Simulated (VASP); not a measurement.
Input of a VASP 6.6.1 run:

The input POSCAR:

```
LiF
1.0
    3.0810519480      0.0000000000      0.0000000000
   -1.5405259740      2.6682692574      0.0000000000
    0.0000000000      0.0000000000      4.7852337859
Li F
2 2
Direct
    0.3333333333      0.6666666667      0.3824388605
    0.6666666667      0.3333333333      0.8824388605
    0.3333333333      0.6666666667      0.9925591395
    0.6666666667      0.3333333333      0.4925591395
```

File INCAR.step1:

```
ALGO = Normal
EDIFF = 1E-4
ENCUT = 520
GGA = PE
ISMEAR = 0
LASPH = T
LCHARG = F
LREAL = F
LWAVE = T
NBANDS = 18
NELM = 60
PREC = Accurate
SIGMA = 0.01
```

File INCAR.step2:

```
ALGO = Normal
EDIFF = 1E-6
ENCUT = 520
ISIF = 2
ISMEAR = 0
ISTART = 1
LASPH = T
LCHARG = F
LMIXTAU = T
LREAL = F
LWAVE = F
METAGGA = R2SCAN
NBANDS = 18
NELM = 60
PREC = Accurate
SIGMA = 0.01
```

KPOINTS

```
k-points
0
Gamma
  9 9 4
```

Potentials or basis: VASP PAW PBE potentials, release 64 (Li_sv, F).

Command:

```sh
$ cat potpaw_PBE.64/Li_sv/POTCAR potpaw_PBE.64/F/POTCAR > POTCAR
$ cp INCAR.step1 INCAR
$ mpirun -np 1 vasp_std > vasp.out
$ cp INCAR.step2 INCAR
$ mpirun -np 1 vasp_std > vasp.out
```

(1) What does it give for the largest force?

(2) What does it give for the band gap on the k mesh?

Answers

(1) 0.003 eV/Å.

(2) 8.68 eV.

Caveat: the PAW data sets were made with another functional, which shifts forces and pressure a little; an odd mesh through Γ misses points on the zone boundary, where band edges can lie.
